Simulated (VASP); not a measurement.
**Ba: single point with PBE**

Ba:

```
Ba
1.0
    -2.48438    2.48438    2.50000
     2.48438   -2.48438    2.50000
     2.51562    2.51562   -2.50000
Ba
1
Direct
  0.00000 0.00000 0.00000
```

This cell differs from its parent crystal: strain +0.0125 x Voigt [0, 0, 0, 0, 0, 1].

```yaml
Program: VASP 6.6.1
Task: single point
Functional: PBE
Potentials_or_basis: VASP PAW PBE potentials, release 64 (Ba_sv)
Cutoff: 520 eV
k_mesh: 14 × 14 × 14
Occupations: gaussian, width 0.15 eV
Spin: no spin polarisation
Dipole_correction: no
Further_INCAR_settings: ALGO = Fast; EDIFF = 1e-06; NBANDS = 11
```

* Pressure: 0.2 GPa
* Band gap on the k mesh: zero (bands 5 and 6 overlap by 0.98 eV)

Stress tensor (GPa, compression positive):
```
 0.16 -0.13  0.00
-0.13  0.16  0.00
 0.00  0.00  0.17
```

Levels at points of the mesh, in eV from the Fermi level:
```csv
k point,band 3,band 4,band 5,band 6,band 7,band 8
"(0.00, 0.00, 0.00)",-13.81,-13.81,-2.75,1.80,1.84,1.89
"(0.50, 0.00, 0.00)",-13.96,-13.81,-0.89,0.69,1.28,3.23
"(0.50, 0.50, 0.00)",-13.97,-13.82,-0.88,0.70,1.32,3.19
"(0.00, 0.00, 0.50)",-13.96,-13.81,-0.90,0.68,1.24,3.27
"(0.50, 0.50, 0.50)",-14.14,-14.13,-0.55,-0.55,4.37,4.40
```

Wall time 4.8 min on 1 thread of Oxide Virtual Turin-like Processor (shared host), peak memory 0.37 GiB.

Caveat: the cell differs from its parent crystal (strain +0.0125 x Voigt [0, 0, 0, 0, 0, 1]); spin-orbit coupling is left out, which moves the levels of the heavy elements.
